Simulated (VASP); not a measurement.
# TaN (P-6m2) in VASP: a series of runs

The runs below take TaN through single point, with PBEsol.

Everything below comes from runs of VASP 6.6.1. Logs are shortened: lines on timing, memory, paths and dates and some standing lists are left out, and cuts for length are marked.

**1. The cell of the first run**

It takes space group P-6m2 (No. 187, hexagonal). Conventional cell: a = 3.081 Å, b = 3.081 Å, c = 2.792 Å, α = 90.00°, β = 90.00°, γ = 120.00°. Ta (site symmetry -6m2) has 6 N at 2.26 Å and 8 Ta at 2.79 to 3.08 Å within 3.1 Å. N (site symmetry -6m2) has 6 Ta at 2.26 Å and 8 N at 2.79 to 3.08 Å within 3.1 Å.

**2. Single point, PBEsol (11.48 Å³/atom)**

INCAR reads:

```
PREC = Accurate
ENCUT = 520
EDIFF = 1E-7
ISMEAR = 0
SIGMA = 0.15
LREAL = F
LASPH = T
NELM = 60
ALGO = Normal
ISIF = 2
LWAVE = F
LCHARG = T
GGA = PS
LELF = T
LVHAR = T
NBANDS = 15
```

KPOINTS reads:

```
Automatic mesh
0
Gamma
  21 21 18
```

POSCAR reads:

```
TaN
1.0
    3.0812704429      0.0000000000      0.0000000000
   -1.5406352214      2.6684584795      0.0000000000
    0.0000000000      0.0000000000      2.7919391483
Ta N
1 1
Direct
    0.3333333333      0.6666666667      0.5000000000
    0.0000000000      0.0000000000      0.0000000000
```

Potentials or basis: VASP PAW PBE potentials, release 64 (Ta_pv, N).

Launch:

```
$ cat potpaw_PBE.64/Ta_pv/POTCAR potpaw_PBE.64/N/POTCAR > POTCAR
$ mpirun -np 1 vasp_std > vasp.out
```

OUTCAR:

```text
PREC = Accurate
   ENCUT = 520
   EDIFF = 1E-7
   ISMEAR = 0
   LREAL = F
   LASPH = T
   NELM = 60
   ISIF = 2
   GGA = PS

 ion  position               nearest neighbor table
   1  0.333  0.667  0.500-   2 2.26   2 2.26   2 2.26   2 2.26   2 2.26   2 2.26
   2  0.000  0.000  0.000-   1 2.26   1 2.26   1 2.26   1 2.26   1 2.26   1 2.26

  LATTYP: Found a hexagonal cell.
 ALAT       =     3.0812704429
 C/A-ratio  =     0.9061000000

  Lattice vectors:

 A1 = (   3.0812704429,   0.0000000000,   0.0000000000)
 A2 = (  -1.5406352214,   2.6684584795,   0.0000000000)
 A3 = (   0.0000000000,   0.0000000000,   2.7919391483)

Analysis of symmetry for initial positions (statically):
=====================================================================
 Subroutine PRICEL returns:
 Original cell was already a primitive cell.

 Routine SETGRP: Setting up the symmetry group for a
 hexagonal supercell.

 Subroutine GETGRP returns: Found 12 space group operations
 (whereof 12 operations were pure point group operations)
 out of a pool of 24 trial point group operations.

The static configuration has the point symmetry D_3h.

Analysis of symmetry for dynamics (positions and initial velocities):
=====================================================================
 Subroutine PRICEL returns:
 Original cell was already a primitive cell.

 Routine SETGRP: Setting up the symmetry group for a
 hexagonal supercell.

 Subroutine GETGRP returns: Found 12 space group operations
 (whereof 12 operations were pure point group operations)
 out of a pool of 24 trial point group operations.

The dynamic configuration has the point symmetry D_3h.

 Subroutine INISYM returns: Found 12 space group operations
 (whereof 12 operations are pure point group operations),
 and found     1 'primitive' translations

----------------------------------------------------------------------------------------

                                     Primitive cell

  volume of cell :      22.9560

  direct lattice vectors                    reciprocal lattice vectors
     3.081270443  0.000000000  0.000000000     0.324541457  0.187374098  0.000000000
    -1.540635221  2.668458479  0.000000000     0.000000000  0.374748196  0.000000000
     0.000000000  0.000000000  2.791939148     0.000000000  0.000000000  0.358173996

  length of vectors
     3.081270443  3.081270443  2.791939148     0.374748196  0.374748196  0.358173996

  position of ions in fractional coordinates (direct lattice)
     0.333333333  0.666666667  0.500000000
[... 89 lines left out ...]
   NELECT =      16.0000    total number of electrons
   NUPDOWN=      -1.0000    fix difference up-down
   EMIN   =  10.00;   EMAX   =-10.00  energy-range for DOS
   EFERMI =   0.00;   METHOD = LEGACY
   ISMEAR =     0;   SIGMA  =   0.15  broadening in eV -4-tet -1-fermi 0-gaus
   EFERMI_NEDOS =   21; number of points for ismear=-14 and -15
   IALGO  =     38    algorithm
   IMIX   =      4    mixing-type and parameters
     AMIX     =   0.40;   BMIX     =  1.00
     AMIX_MAG =   1.60;   BMIX_MAG =  1.00
  volume/ion in A,a.u.               =      11.48        77.46
  Fermi-wavevector in a.u.,A,eV,Ry     =   1.451497  2.742931 28.665339  2.106843
  Thomas-Fermi vector in A             =   2.568987
   LORBIT       =      0    0 simple, 1 ext, 2 COOP (PROOUT), +10 PAW based schemes
   GGA     = PS    functional components
   LHFCALC =     F    Hartree Fock is set to
   AEXX    =    0.0000 exact exchange contribution
   IVDW    =     0    specifies the selected vdW correction
   LEPSILON=     F    determine dielectric tensor
   LRPA    =     F    only Hartree local field effects (RPA)
 non-spin polarized calculation
 Gauss-broadening in eV      SIGMA  =   0.15
  energy-cutoff  :      520.00
  volume of cell :       22.96
 maximum number of plane-waves:       630
 NGX is ok and might be reduce to    24
   NGX = 11   NGY = 11   NGZ = 11

 number of electron      16.0000002 magnetization

 Free energy of the ion-electron system (eV)
  ---------------------------------------------------
  ext. energy  EPLUGINS =         0.00000000
  ---------------------------------------------------
  free energy    TOTEN  =       -23.52466412 eV

  energy without entropy =      -23.52353665  energy(sigma->0) =      -23.52410038

 E-fermi :   7.4720     XC(G=0): -13.1475

 val. band max:        7.4676440802   @ k =   0.0000   0.0000   0.5000
 cond. band min:       7.4940251749   @ k =   0.0476   0.0000   0.3889
 fundamental gap:      0.0263810947
 Fermi energy:         7.4719680569

 k-point     1 :       0.0000    0.0000    0.0000
  band No.  band energies     occupation
      1     -27.3403      2.00000
      2     -27.3403      2.00000
      3     -27.2811      2.00000
      4      -9.8775      2.00000
      5       2.6016      2.00000
      6       2.6016      2.00000
      7       3.6165      2.00000
      8       5.1778      2.00000
      9       8.6883      0.00000
     10      11.1774      0.00000
     11      11.1774      0.00000
     12      11.3234      0.00000
     13      11.3234      0.00000
     14      20.2543      0.00000
[... 401 lines left out ...]
      2     -27.4333      2.00000
      3     -27.2400      2.00000
      4      -8.9328      2.00000
      5       0.6294      2.00000
      6       3.2195      2.00000
      7       4.1044      2.00000
      8       4.4689      2.00000
      9       9.6134      0.00000
     10      10.7743      0.00000
     11      11.3086      0.00000
     12      11.8890      0.00000
     13      12.4939      0.00000
     14      20.0337      0.00000
     15      20.6676      0.00000

 [... further k-points ...]

------------------------ aborting loop because EDIFF is reached ----------------------------------------

  FORCE on cell =-STRESS in cart. coord.  units (eV):
  Direction    XX          YY          ZZ          XY          YZ          ZX
  --------------------------------------------------------------------------------------
  -------------------------------------------------------------------------------------
  Total       -4.9362303     -4.9362303      1.3262096     -0.0000000     -0.0000000      0.0000000
  in kB     -344.5163045   -344.5163045     92.5606821     -0.0000000     -0.0000000      0.0000000
  external PRESSURE =    -198.8239756 kB  Pullay stress =       0.0000000 kB

 VOLUME and BASIS-vectors are now :
 -----------------------------------------------------------------------------
  energy-cutoff  :      520.00
  volume of cell :       22.96
      direct lattice vectors                 reciprocal lattice vectors
     3.081270443  0.000000000  0.000000000     0.324541457  0.187374098  0.000000000
    -1.540635221  2.668458479  0.000000000     0.000000000  0.374748196  0.000000000
     0.000000000  0.000000000  2.791939148     0.000000000  0.000000000  0.358173996

 POSITION                                       TOTAL-FORCE (eV/Angst)
 -----------------------------------------------------------------------------------
     -0.00000      1.77897      1.39597         0.000000      0.000000      0.000000
      0.00000      0.00000      0.00000        -0.000000      0.000000      0.000000
 -----------------------------------------------------------------------------------
    total drift:                                0.000000     -0.000000     -0.000000

  FREE ENERGIE OF THE ION-ELECTRON SYSTEM (eV)
  ---------------------------------------------------
  free  energy   TOTEN  =       -23.5246641160 eV

  energy  without entropy=      -23.5235366537  energy(sigma->0) =      -23.52410038
```

Wall time 2.7 min (1 thread of Intel Xeon 8259CL, shared host); peak memory 0.28 GiB.

What came out:

| Item | Value |
| --- | --- |
| Free energy | -23.5247 eV |
| Pressure | -19.9 GPa |
| Band gap on the k mesh | zero (bands 8 and 9 overlap by 0.41 eV) |

Caveat: the cell stands under tension; the PAW data sets were made with another functional, which shifts forces and pressure a little; spin-orbit coupling is left out, which moves the levels of the heavy elements.

**3. Single point, PBEsol (11.48 Å³/atom)**

INCAR reads:

```
SYSTEM = TaN
PREC = Accurate
ENCUT = 520
EDIFF = 1E-7
ISMEAR = 0
SIGMA = 0.15
LREAL = .FALSE.
LASPH = .TRUE.
NELM = 60
ALGO = Normal
ISIF = 2
LWAVE = .FALSE.
LCHARG = .FALSE.
GGA = PS
NBANDS = 15
```

KPOINTS reads:

```
Automatic mesh
0
G
  21 21 18
  0 0 0
```

POSCAR reads:

```
TaN
1.0
    2.9799522392      0.0000000000      0.0000000000
   -1.4899761196      2.5807143412      0.0000000000
    0.0000000000      0.0000000000      2.9850181580
Ta N
1 1
Direct
    0.3333333333      0.6666666667      0.5000000000
    0.0000000000      0.0000000000      0.0000000000
```

Potentials or basis: VASP PAW PBE potentials, release 64 (Ta_pv, N).

Launch:

```
$ cat potpaw_PBE.64/Ta_pv/POTCAR potpaw_PBE.64/N/POTCAR > POTCAR
$ mpirun -np 1 vasp_std > vasp.out
```

OUTCAR:

```text
SYSTEM = TaN
   PREC = Accurate
   ENCUT = 520
   EDIFF = 1E-7
   ISMEAR = 0
   LREAL = .FALSE.
   LASPH = .TRUE.
   NELM = 60
   ISIF = 2
   GGA = PS

 ion  position               nearest neighbor table
   1  0.333  0.667  0.500-   2 2.28   2 2.28   2 2.28   2 2.28   2 2.28   2 2.28
   2  0.000  0.000  0.000-   1 2.28   1 2.28   1 2.28   1 2.28   1 2.28   1 2.28

  LATTYP: Found a hexagonal cell.
 ALAT       =     2.9799522392
 C/A-ratio  =     1.0017000000

  Lattice vectors:

 A1 = (   2.9799522392,   0.0000000000,   0.0000000000)
 A2 = (  -1.4899761196,   2.5807143412,   0.0000000000)
 A3 = (   0.0000000000,   0.0000000000,   2.9850181580)

Analysis of symmetry for initial positions (statically):
=====================================================================
 Subroutine PRICEL returns:
 Original cell was already a primitive cell.

 Routine SETGRP: Setting up the symmetry group for a
 hexagonal supercell.

 Subroutine GETGRP returns: Found 12 space group operations
 (whereof 12 operations were pure point group operations)
 out of a pool of 24 trial point group operations.

The static configuration has the point symmetry D_3h.

Analysis of symmetry for dynamics (positions and initial velocities):
=====================================================================
 Subroutine PRICEL returns:
 Original cell was already a primitive cell.

 Routine SETGRP: Setting up the symmetry group for a
 hexagonal supercell.

 Subroutine GETGRP returns: Found 12 space group operations
 (whereof 12 operations were pure point group operations)
 out of a pool of 24 trial point group operations.

The dynamic configuration has the point symmetry D_3h.

 Subroutine INISYM returns: Found 12 space group operations
 (whereof 12 operations are pure point group operations),
 and found     1 'primitive' translations

----------------------------------------------------------------------------------------

                                     Primitive cell

  volume of cell :      22.9560
[... 119 lines left out ...]
   LRPA    =     F    only Hartree local field effects (RPA)
 non-spin polarized calculation
 Gauss-broadening in eV      SIGMA  =   0.15
  energy-cutoff  :      520.00
  volume of cell :       22.96
 maximum number of plane-waves:       641
 NGX is ok and might be reduce to    24
   NGX = 11   NGY = 11   NGZ = 11

 number of electron      15.9999999 magnetization

 Free energy of the ion-electron system (eV)
  ---------------------------------------------------
  ext. energy  EPLUGINS =         0.00000000
  ---------------------------------------------------
  free energy    TOTEN  =       -23.66418589 eV

  energy without entropy =      -23.66336018  energy(sigma->0) =      -23.66377303

 E-fermi :   7.4090     XC(G=0): -13.1669

 val. band max:        7.3989025482   @ k =   0.0476   0.0000   0.5000
 cond. band min:       7.4228544364   @ k =   0.0476   0.0000   0.4444
 fundamental gap:      0.0239518882
 Fermi energy:         7.4090468491

 k-point     1 :       0.0000    0.0000    0.0000
  band No.  band energies     occupation
      1     -27.5751      2.00000
      2     -27.2721      2.00000
      3     -27.2721      2.00000
      4      -9.7904      2.00000
      5       3.3071      2.00000
      6       3.3071      2.00000
      7       3.4261      2.00000
      8       4.4957      2.00000
      9       9.3483      0.00000
     10      10.6455      0.00000
     11      10.6455      0.00000
     12      11.0294      0.00000
     13      11.0294      0.00000
     14      20.0119      0.00000
[... 401 lines left out ...]
      2     -27.5136      2.00000
      3     -27.3933      2.00000
      4      -8.7657      2.00000
      5       1.0697      2.00000
      6       3.2892      2.00000
      7       3.8252      2.00000
      8       4.6550      2.00000
      9       9.0542      0.00000
     10      10.2895      0.00000
     11      11.2759      0.00000
     12      12.2340      0.00000
     13      12.3170      0.00000
     14      20.1718      0.00000
     15      20.5865      0.00000

 [... further k-points ...]

------------------------ aborting loop because EDIFF is reached ----------------------------------------

  FORCE on cell =-STRESS in cart. coord.  units (eV):
  Direction    XX          YY          ZZ          XY          YZ          ZX
  --------------------------------------------------------------------------------------
  -------------------------------------------------------------------------------------
  Total       -2.7101287     -2.7101287     -4.6715398      0.0000000      0.0000000      0.0000000
  in kB     -189.1490988   -189.1490988   -326.0426527      0.0000000      0.0000000      0.0000000
  external PRESSURE =    -234.7802834 kB  Pullay stress =       0.0000000 kB

 VOLUME and BASIS-vectors are now :
 -----------------------------------------------------------------------------
  energy-cutoff  :      520.00
  volume of cell :       22.96
      direct lattice vectors                 reciprocal lattice vectors
     2.979952239  0.000000000  0.000000000     0.335575848  0.193744806  0.000000000
    -1.489976120  2.580714341  0.000000000     0.000000000  0.387489612  0.000000000
     0.000000000  0.000000000  2.985018158     0.000000000  0.000000000  0.335006337

 POSITION                                       TOTAL-FORCE (eV/Angst)
 -----------------------------------------------------------------------------------
     -0.00000      1.72048      1.49251         0.000000      0.000000      0.000000
      0.00000      0.00000      0.00000        -0.000000     -0.000000      0.000000
 -----------------------------------------------------------------------------------
    total drift:                                0.000000     -0.000000     -0.000000

  FREE ENERGIE OF THE ION-ELECTRON SYSTEM (eV)
  ---------------------------------------------------
  free  energy   TOTEN  =       -23.6641858857 eV

  energy  without entropy=      -23.6633601818  energy(sigma->0) =      -23.66377303
```

stdout:

```text
POSCAR found type information on POSCAR TaN
 POSCAR found :  2 types and       2 ions
 scaLAPACK will be used
 -----------------------------------------------------------------------------
|                                                                             |
|                                                                             |
|     You enforced a specific xc type in the INCAR file but a different       |
|     I HOPE YOU KNOW WHAT YOU ARE DOING!                                     |
|                                                                             |
 -----------------------------------------------------------------------------

 LDA part: xc-table for (Slater+PW92), standard interpolation
 POSCAR, INCAR and KPOINTS ok, starting setup
 FFT: planning ... GRIDC
 FFT: planning ... GRID_SOFT
 FFT: planning ... GRID
 WAVECAR not read
 entering main loop
```

Run time: 2.5 min. Hardware: 1 thread of Intel Xeon 8259CL, shared host; peak memory 0.28 GiB.

Results:

| Quantity | Value |
| --- | --- |
| Free energy | -23.6642 eV |
| Pressure | -23.5 GPa |
| Band gap on the k mesh | zero (bands 8 and 9 overlap by 0.33 eV) |

Caveat: the cell stands under tension; the PAW data sets were made with another functional, which shifts forces and pressure a little; spin-orbit coupling is left out, which moves the levels of the heavy elements.
